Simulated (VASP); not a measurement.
# Si7Ge (P-43m) in VASP: further runs

Si7Ge is run at these levels: PBEsol; tasks: relaxation of cell and atoms, single point.

All numbers are computed with VASP 6.6.1; they aren't measurements. Logs are shortened: lines on timing, memory, paths and dates and some standing lists are left out, and cuts for length are marked.

## Step 1: The cell of the first run

The structure is cubic, space group P-43m (No. 215). Conventional cell: a = 5.424 Å, b = 5.424 Å, c = 5.424 Å, α = 90.00°, β = 90.00°, γ = 90.00°. Si (site symmetry 3m) has 3 Si at 2.34 Å and 1 Ge at 2.37 Å within 3.1 Å. Si (site symmetry -42m) has 4 Si at 2.34 Å within 3.1 Å. Ge (site symmetry -43m) has 4 Si at 2.37 Å within 3.1 Å.

## Step 2: Relaxation of cell and atoms, PBEsol, target pressure 2 GPa, at which the enthalpy is minimised

The input, INCAR:

```
PREC     = Accurate       # precision mode
ENCUT    = 600            # plane-wave cutoff, eV
EDIFF    = 1E-6           # SCF threshold, eV
ISMEAR   = 0              # smearing method
SIGMA    = 0.01           # smearing width, eV
LREAL    = F              # projectors in reciprocal space
LASPH    = T              # aspherical terms in the spheres
NELM     = 80             # most SCF steps
ALGO     = Normal         # electronic algorithm
ISIF     = 3              # what is computed and relaxed
LWAVE    = F              # write WAVECAR
LCHARG   = F              # write CHGCAR
GGA      = PS             # functional
IBRION   = 2              # ionic algorithm
NSW      = 70             # ionic steps
EDIFFG   = -0.008         # ionic threshold
PSTRESS  = 20.0
```

The input, KPOINTS:

```
regular mesh
0
Gamma
  8 8 8
```

The input, POSCAR:

```
Si7Ge
1.0
    5.4242876429      0.0000000000      0.0000000000
    0.0000000000      5.4242876429      0.0000000000
    0.0000000000      0.0000000000      5.4242876429
Si Ge
7 1
Direct
    0.2525976816      0.2525976816      0.2525976816
    0.0000000000      0.5000000000      0.5000000000
    0.5000000000      0.5000000000      0.0000000000
    0.5000000000      0.0000000000      0.5000000000
    0.7474023184      0.2525976816      0.7474023184
    0.7474023184      0.7474023184      0.2525976816
    0.2525976816      0.7474023184      0.7474023184
    0.0000000000      0.0000000000      0.0000000000
```

Potentials or basis: VASP PAW PBE potentials, release 64 (Si, Ge_d).

Started as:

```sh
$ cat potpaw_PBE.64/Si/POTCAR potpaw_PBE.64/Ge_d/POTCAR > POTCAR
$ mpirun -np 1 vasp_std > vasp.out
```

OUTCAR:

```text
PREC = Accurate
   ENCUT = 600
   EDIFF = 1E-6
   ISMEAR = 0
   LREAL = F
   LASPH = T
   NELM = 80
   ISIF = 3
   GGA = PS
   IBRION = 2
   NSW = 70
   EDIFFG = -0.008
   PSTRESS = 20.0

 ion  position               nearest neighbor table
   1  0.253  0.253  0.253-   2 2.34   3 2.34   4 2.34   8 2.37
   2  0.000  0.500  0.500-   1 2.34   5 2.34   6 2.34   7 2.34
   3  0.500  0.500  0.000-   1 2.34   5 2.34   6 2.34   7 2.34
   4  0.500  0.000  0.500-   1 2.34   5 2.34   6 2.34   7 2.34
   5  0.747  0.253  0.747-   2 2.34   3 2.34   4 2.34   8 2.37
   6  0.747  0.747  0.253-   2 2.34   3 2.34   4 2.34   8 2.37
   7  0.253  0.747  0.747-   2 2.34   3 2.34   4 2.34   8 2.37
   8  0.000  0.000  0.000-   1 2.37   5 2.37   6 2.37   7 2.37

  LATTYP: Found a simple cubic cell.
 ALAT       =     5.4242876429

  Lattice vectors:

 A1 = (   5.4242876429,   0.0000000000,   0.0000000000)
 A2 = (   0.0000000000,   5.4242876429,   0.0000000000)
 A3 = (   0.0000000000,   0.0000000000,   5.4242876429)

Analysis of symmetry for initial positions (statically):
=====================================================================
 Subroutine PRICEL returns:
 Original cell was already a primitive cell.

 Routine SETGRP: Setting up the symmetry group for a
 simple cubic supercell.

 Subroutine GETGRP returns: Found 24 space group operations
 (whereof 24 operations were pure point group operations)
 out of a pool of 48 trial point group operations.

The static configuration has the point symmetry T_d .

Analysis of symmetry for dynamics (positions and initial velocities):
=====================================================================
 Subroutine PRICEL returns:
 Original cell was already a primitive cell.

 Routine SETGRP: Setting up the symmetry group for a
 simple cubic supercell.

 Subroutine GETGRP returns: Found 24 space group operations
 (whereof 24 operations were pure point group operations)
 out of a pool of 48 trial point group operations.

The dynamic configuration has the point symmetry T_d .

 Subroutine INISYM returns: Found 24 space group operations
 (whereof 24 operations are pure point group operations),
 and found     1 'primitive' translations

----------------------------------------------------------------------------------------

                                     Primitive cell

  volume of cell :     159.5983

  direct lattice vectors                    reciprocal lattice vectors
     5.424287643  0.000000000  0.000000000     0.184356005  0.000000000  0.000000000
     0.000000000  5.424287643  0.000000000     0.000000000  0.184356005  0.000000000
     0.000000000  0.000000000  5.424287643     0.000000000  0.000000000  0.184356005

  length of vectors
     5.424287643  5.424287643  5.424287643     0.184356005  0.184356005  0.184356005

  position of ions in fractional coordinates (direct lattice)
     0.252597682  0.252597682  0.252597682
     0.000000000  0.500000000  0.500000000
     0.500000000  0.500000000  0.000000000
     0.500000000  0.000000000  0.500000000
     0.747402318  0.252597682  0.747402318
     0.747402318  0.747402318  0.252597682
     0.252597682  0.747402318  0.747402318
     0.000000000  0.000000000  0.000000000

  ion indices of the primitive-cell ions
   primitive index   ion index
                 1           1
                 2           2
                 3           3
                 4           4
                 5           5
                 6           6
                 7           7
                 8           8

----------------------------------------------------------------------------------------

 KPOINTS: regular mesh

Automatic generation of k-mesh.
 Grid dimensions read from file:
 generate k-points for:    8    8    8

 Generating k-lattice:

  Cartesian coordinates                     Fractional coordinates (reciprocal lattice)
     0.023044501  0.000000000  0.000000000     0.125000000  0.000000000  0.000000000
     0.000000000  0.023044501  0.000000000     0.000000000  0.125000000  0.000000000
     0.000000000  0.000000000  0.023044501     0.000000000  0.000000000  0.125000000

  Length of vectors
     0.023044501  0.023044501  0.023044501

  Shift w.r.t. Gamma in fractional coordinates (k-lattice)
     0.000000000  0.000000000  0.000000000

 Subroutine IBZKPT returns following result:
 ===========================================

 Found     35 irreducible k-points:

 Following reciprocal coordinates:
            Coordinates               Weight
  0.000000  0.000000  0.000000      1.000000
  0.125000  0.000000  0.000000      6.000000
  0.250000  0.000000  0.000000      6.000000
  0.375000  0.000000  0.000000      6.000000
  0.500000  0.000000  0.000000      3.000000
  0.125000  0.125000  0.000000     12.000000
[... 16 lines left out ...]
  0.375000  0.375000  0.125000     24.000000
  0.500000  0.375000  0.125000     24.000000
 [... further k-points ...]
   k-points           NKPTS =     35   k-points in BZ     NKDIM =     35   number of bands    NBANDS=     26
   number of dos      NEDOS =    301   number of ions     NIONS =      8
   total plane-waves  NPLWV = 110592
   dimension x,y,z NGX =    48 NGY =   48 NGZ =   48
   dimension x,y,z NGXF=    96 NGYF=   96 NGZF=   96
   ions per type =               7   1
   NGX,Y,Z   is equivalent  to a cutoff of  14.71, 14.71, 14.71 a.u.
   NGXF,Y,Z  is equivalent  to a cutoff of  29.42, 29.42, 29.42 a.u.
 SYSTEM =  unknown system
   PREC   = accura    normal or accurate (medium, high low for compatibility)
   ISTART =      0    job   : 0-new  1-cont  2-samecut
   ICHARG =      2    charge: 1-file 2-atom 10-const
   ISPIN  =      1    spin polarized calculation?
   LNONCOLLINEAR =      F non collinear calculations
   LSORBIT =      F    spin-orbit coupling
   LASPH  =      T    aspherical Exc in radial PAW
   ENCUT  =  600.0 eV  44.10 Ry    6.64 a.u.  10.83 10.83 10.83*2*pi/ulx,y,z
   NELM   =     80;   NELMIN=  2; NELMDL= -5     # of ELM steps
   EDIFF  = 0.1E-05   stopping-criterion for ELM
   LREAL  =      F    real-space projection
   EDIFFG = -.8E-02   stopping-criterion for IOM
   NSW    =     70    number of steps for IOM
   IBRION =      2    ionic relax: 0-MD 1-quasi-New 2-CG
   NFREE  =      1    steps in history (QN), initial steepest desc. (CG)
   ISIF   =      3    stress and relaxation
   ISYM   =      2    0-nonsym 1-usesym 2-fastsym
   POTIM  = 0.5000    time-step for ionic-motion
   TEBEG  =    0.0;   TEEND  =   0.0 temperature during run
   PSTRESS=   20.0 pullay stress
   NELECT =      42.0000    total number of electrons
   NUPDOWN=      -1.0000    fix difference up-down
   EMIN   =  10.00;   EMAX   =-10.00  energy-range for DOS
   EFERMI =   0.00;   METHOD = LEGACY
   ISMEAR =     0;   SIGMA  =   0.01  broadening in eV -4-tet -1-fermi 0-gaus
   EFERMI_NEDOS =   21; number of points for ismear=-14 and -15
   IALGO  =     38    algorithm
   IMIX   =      4    mixing-type and parameters
     AMIX     =   0.40;   BMIX     =  1.00
     AMIX_MAG =   1.60;   BMIX_MAG =  1.00
  volume/ion in A,a.u.               =      19.95       134.63
  Fermi-wavevector in a.u.,A,eV,Ry     =   1.049096  1.982504 14.974604  1.100602
  Thomas-Fermi vector in A             =   2.184045
   LORBIT       =      0    0 simple, 1 ext, 2 COOP (PROOUT), +10 PAW based schemes
   GGA     = PS    functional components
   LHFCALC =     F    Hartree Fock is set to
   AEXX    =    0.0000 exact exchange contribution
   IVDW    =     0    specifies the selected vdW correction
   LEPSILON=     F    determine dielectric tensor
   LRPA    =     F    only Hartree local field effects (RPA)
 conjugate gradient relaxation of ions
 non-spin polarized calculation
 Gauss-broadening in eV      SIGMA  =   0.01
  energy-cutoff  :      600.00
  volume of cell :      159.60
 maximum number of plane-waves:      5400
 NGX is ok and might be reduce to    48

--------------------------------------- Ionic step        1  -------------------------------------------

 number of electron      41.9999995 magnetization

 Free energy of the ion-electron system (eV)
  ---------------------------------------------------
  ext. energy  EPLUGINS =         0.00000000
  ---------------------------------------------------
  free energy    TOTEN  =       -45.11020061 eV

  energy without entropy =      -45.11020061  energy(sigma->0) =      -45.11020061

------------------------ aborting loop because EDIFF is reached ----------------------------------------

  FORCE on cell =-STRESS in cart. coord.  units (eV):
  Direction    XX          YY          ZZ          XY          YZ          ZX
  --------------------------------------------------------------------------------------
  -------------------------------------------------------------------------------------
  Total        1.8775252      1.8775252      1.8775252     -0.0000000      0.0000000     -0.0000000
  in kB       18.8481277     18.8481277     18.8481277     -0.0000000      0.0000000     -0.0000000
  external PRESSURE =      -1.1518723 kB  Pullay stress =      20.0000000 kB
[... 73 lines left out ...]
  enthalpy is  TOTEN    =       -43.1179471922 eV   P V=        1.9881343539

--------------------------------------- Ionic step        3  -------------------------------------------

 number of electron      41.9999995 magnetization

 Free energy of the ion-electron system (eV)
  ---------------------------------------------------
  ext. energy  EPLUGINS =         0.00000000
  ---------------------------------------------------
  free energy    TOTEN  =       -45.10814186 eV

  energy without entropy =      -45.10814186  energy(sigma->0) =      -45.10814186

 E-fermi :   5.9095     XC(G=0):  -9.7190

 val. band max:        5.8589934304   @ k =   0.0000   0.0000   0.0000
 cond. band min:       6.0930687961   @ k =   0.0000   0.0000   0.0000
 fundamental gap:      0.2340753658
 Fermi energy:         5.9094603451

 k-point     1 :       0.0000    0.0000    0.0000
  band No.  band energies     occupation
      1     -18.2634      2.00000
      2     -18.2634      2.00000
      3     -18.2634      2.00000
      4     -18.2354      2.00000
      5     -18.2354      2.00000
      6      -6.3848      2.00000
[... 685 lines left out ...]
     25       8.7756      0.00000
     26       9.0776      0.00000

 [... further k-points ...]

------------------------ aborting loop because EDIFF is reached ----------------------------------------

  FORCE on cell =-STRESS in cart. coord.  units (eV):
  Direction    XX          YY          ZZ          XY          YZ          ZX
  --------------------------------------------------------------------------------------
  -------------------------------------------------------------------------------------
  Total        1.9883820      1.9883820      1.9883820      0.0000000      0.0000000     -0.0000000
  in kB       19.9822748     19.9822748     19.9822748      0.0000000      0.0000000     -0.0000000
  external PRESSURE =      -0.0177252 kB  Pullay stress =      20.0000000 kB
[... 23 lines left out ...]
  FREE ENERGIE OF THE ION-ELECTRON SYSTEM (eV)
  ---------------------------------------------------
  free  energy   TOTEN  =       -45.1081418587 eV

  energy  without entropy=      -45.1081418587  energy(sigma->0) =      -45.10814186

  enthalpy is  TOTEN    =       -43.1179960868 eV   P V=        1.9901457718

 reached required accuracy - stopping structural energy minimisation
```

Run time: 2.7 min. Hardware: 1 thread of Intel Xeon 6975P-C (Granite Rapids), shared host; peak memory 0.43 GiB.

Results:

* Free energy: -45.1081 eV
* Relaxed volume: 19.93 Å³/atom
* Relaxed cell: a = 5.422 Å, b = 5.422 Å, c = 5.422 Å, α = 90.00°, β = 90.00°, γ = 90.00°
* Space group after relaxing (to 0.1 Å): P-43m (No. 215)
* Energy change on relaxing (the run minimises the enthalpy): +0.3 meV/atom
* Ionic steps: 3
* Pressure after relaxing: 2.0 GPa
* Largest force after relaxing: 0.007 eV/Å
* Band gap on the k mesh: 0.23 eV

Forces on the atoms (eV/Å):
```
Si  -0.004 -0.004 -0.004
Si   0.000  0.000  0.000
Si   0.000  0.000  0.000
Si   0.000  0.000  0.000
Si   0.004 -0.004  0.004
Si   0.004  0.004 -0.004
Si  -0.004  0.004  0.004
Ge   0.000  0.000  0.000
```

The path:
| step | energy change (eV) | largest force (eV/Å) | pressure (GPa) | volume (Å³) |
| --- | --- | --- | --- | --- |
| 1 | 0.0000 | 0.0113 | 1.88 | 159.60 |
| 2 | 0.0041 | 0.0021 | 2.10 | 159.27 |
| 3 | 0.0021 | 0.0067 | 2.00 | 159.43 |

Final structure:
```xyz
8
Lattice="5.4224 0.0000 0.0000 0.0000 5.4224 0.0000 0.0000 0.0000 5.4224" Properties=species:S:1:pos:R:3 pbc="T T T"
Si    1.3695    1.3695    1.3695
Si    0.0000    2.7112    2.7112
Si    2.7112    2.7112    0.0000
Si    2.7112    0.0000    2.7112
Si    4.0528    1.3695    4.0528
Si    4.0528    4.0528    1.3695
Si    1.3695    4.0528    4.0528
Ge    0.0000    0.0000    0.0000
```

Caveat: the cell is relaxed towards a set pressure, so the run minimises the enthalpy, not the energy; the PAW data sets were made with another functional, which shifts forces and pressure a little.

## Step 3: Single point, PBEsol

This run uses another cell than the first one: it holds 16 atoms, not 8.

The input, INCAR:

```
SYSTEM = Si7Ge
PREC = Accurate
ENCUT = 520
EDIFF = 1E-7
ISMEAR = 0
SIGMA = 0.03
LREAL = Auto
LASPH = .TRUE.
NELM = 80
ALGO = Normal
ISIF = 2
LWAVE = .FALSE.
LCHARG = .TRUE.
GGA = PS
LELF = .TRUE.
LVHAR = .TRUE.
NBANDS = 56
```

The input, KPOINTS:

```
regular mesh
0
G
  6 6 3
  0 0 0
```

The input, POSCAR:

```
Si7Ge
1.0
    0.0000000000     -5.4591768537      0.0000000000
    0.0000000000      0.0000000000     -5.4591768537
   10.9183537074      0.0000000000      0.0000000000
Si Ge
14 2
Direct
    0.7474023192      0.7474023192      0.1262988404
    0.7474023192      0.7474023192      0.6262988404
    0.5000000000      0.5000000000      0.0000000000
    0.5000000000      0.5000000000      0.5000000000
    0.5000000000      1.0000000000      0.2500000000
    0.5000000000      1.0000000000      0.7500000000
    1.0000000000      0.5000000000      0.2500000000
    1.0000000000      0.5000000000      0.7500000000
    0.7474023192      0.2525976808      0.3737011596
    0.7474023192      0.2525976808      0.8737011596
    0.2525976808      0.7474023192      0.3737011596
    0.2525976808      0.7474023192      0.8737011596
    0.2525976808      0.2525976808      0.1262988404
    0.2525976808      0.2525976808      0.6262988404
    1.0000000000      1.0000000000      0.0000000000
    1.0000000000      1.0000000000      0.5000000000
```

Potentials or basis: VASP PAW PBE potentials, release 64 (Si, Ge_d).

Started as:

```sh
$ cat potpaw_PBE.64/Si/POTCAR potpaw_PBE.64/Ge_d/POTCAR > POTCAR
$ mpirun -np 1 vasp_std > vasp.out
```

OUTCAR:

```text
SYSTEM = Si7Ge
   PREC = Accurate
   ENCUT = 520
   EDIFF = 1E-7
   ISMEAR = 0
   LREAL = Auto
   LASPH = .TRUE.
   NELM = 80
   ISIF = 2
   GGA = PS

 ion  position               nearest neighbor table
   1  0.747  0.747  0.126-   3 2.36   5 2.36   7 2.36  15 2.39
   2  0.747  0.747  0.626-   4 2.36   6 2.36   8 2.36  16 2.39
   3  0.500  0.500  0.000-   1 2.36  10 2.36  12 2.36  13 2.36
   4  0.500  0.500  0.500-   2 2.36   9 2.36  11 2.36  14 2.36
   5  0.500  0.000  0.250-   1 2.36   9 2.36  11 2.36  13 2.36
   6  0.500  0.000  0.750-   2 2.36  10 2.36  12 2.36  14 2.36
[... 1377 lines left out ...]
  Total        0.1439613      0.1439713      0.1439713      0.0000000      0.0000000      0.0000000
  in kB        0.7088345      0.7088837      0.7088837      0.0000000      0.0000000      0.0000000
  external PRESSURE =       0.7088673 kB  Pullay stress =       0.0000000 kB

 VOLUME and BASIS-vectors are now :
 -----------------------------------------------------------------------------
  energy-cutoff  :      520.00
  volume of cell :      325.40
      direct lattice vectors                 reciprocal lattice vectors
     0.000000000 -5.459176854  0.000000000     0.000000000 -0.183177799  0.000000000
     0.000000000  0.000000000 -5.459176854     0.000000000  0.000000000 -0.183177799
    10.918353707  0.000000000  0.000000000     0.091588899  0.000000000  0.000000000

 POSITION                                       TOTAL-FORCE (eV/Angst)
 -----------------------------------------------------------------------------------
      1.37898     -4.08020     -4.08020        -0.004669     -0.004670     -0.004670
      6.83815     -4.08020     -4.08020        -0.004669     -0.004670     -0.004670
      0.00000     -2.72959     -2.72959        -0.000000      0.000000      0.000000
      5.45918     -2.72959     -2.72959        -0.000000      0.000000      0.000000
      2.72959     -2.72959      0.00000        -0.000000      0.000000      0.000000
      8.18877     -2.72959      0.00000        -0.000000      0.000000      0.000000
[... 8 lines left out ...]
      0.00000      0.00000      0.00000        -0.000000      0.000000      0.000000
      5.45918      0.00000      0.00000         0.000000      0.000000      0.000000
 -----------------------------------------------------------------------------------
    total drift:                                0.000000      0.000000      0.000000

  FREE ENERGIE OF THE ION-ELECTRON SYSTEM (eV)
  ---------------------------------------------------
  free  energy   TOTEN  =       -90.2630060031 eV

  energy  without entropy=      -90.2630060031  energy(sigma->0) =      -90.26300600
```

OSZICAR:

```text
N       E                     dE             d eps       ncg     rms          rms(c)
DAV:   1     0.567380041703E+03    0.56738E+03   -0.33534E+04  2944   0.191E+03
DAV:   2     0.122429846077E+02   -0.55514E+03   -0.52132E+03  2336   0.547E+02
DAV:   3    -0.857093983710E+02   -0.97952E+02   -0.93929E+02  2664   0.137E+02
DAV:   4    -0.917773439285E+02   -0.60679E+01   -0.60243E+01  2816   0.410E+01
DAV:   5    -0.919615272233E+02   -0.18418E+00   -0.18386E+00  2856   0.710E+00    0.135E+01
DAV:   6    -0.907939688270E+02    0.11676E+01   -0.61889E-01  2696   0.285E+00    0.804E+00
DAV:   7    -0.902572008869E+02    0.53677E+00   -0.11195E+00  2616   0.337E+00    0.487E-01
DAV:   8    -0.902618690194E+02   -0.46681E-02   -0.85787E-02  2896   0.184E+00    0.233E-01
DAV:   9    -0.902626755753E+02   -0.80656E-03   -0.41918E-03  2936   0.366E-01    0.156E-01
DAV:  10    -0.902629893696E+02   -0.31379E-03   -0.54896E-04  2728   0.958E-02    0.696E-02
DAV:  11    -0.902630048239E+02   -0.15454E-04   -0.15615E-04  2704   0.465E-02    0.983E-03
DAV:  12    -0.902630054363E+02   -0.61244E-06   -0.10263E-05  2872   0.158E-02    0.696E-03
DAV:  13    -0.902630059857E+02   -0.54940E-06   -0.19782E-06  2648   0.582E-03    0.211E-03
DAV:  14    -0.902630060031E+02   -0.17378E-07   -0.11829E-07  1816   0.169E-03
   1 F= -.90263006E+02 E0= -.90263006E+02  d E =-.857567E-11
```

Wall time 13 min (1 thread of Intel Xeon 8259CL, shared host); peak memory 0.5 GiB.

What came out:

```yaml
Free_energy: -90.2630 eV
Pressure: 0.1 GPa
Largest_force: 0.008 eV/Å
Band_gap_on_the_k_mesh: 0.27 eV
```

Forces on the atoms (eV/Å):
```
Si  -0.005 -0.005 -0.005
Si  -0.005 -0.005 -0.005
Si   0.000  0.000  0.000
Si   0.000  0.000  0.000
Si   0.000  0.000  0.000
Si   0.000  0.000  0.000
Si   0.000  0.000  0.000
Si   0.000  0.000  0.000
Si   0.005 -0.005  0.005
Si   0.005 -0.005  0.005
Si   0.005  0.005 -0.005
Si   0.005  0.005 -0.005
Si  -0.005  0.005  0.005
Si  -0.005  0.005  0.005
Ge   0.000  0.000  0.000
Ge   0.000  0.000  0.000
```

Caveat: the PAW data sets were made with another functional, which shifts forces and pressure a little; an odd mesh through Γ misses points on the zone boundary, where band edges can lie.
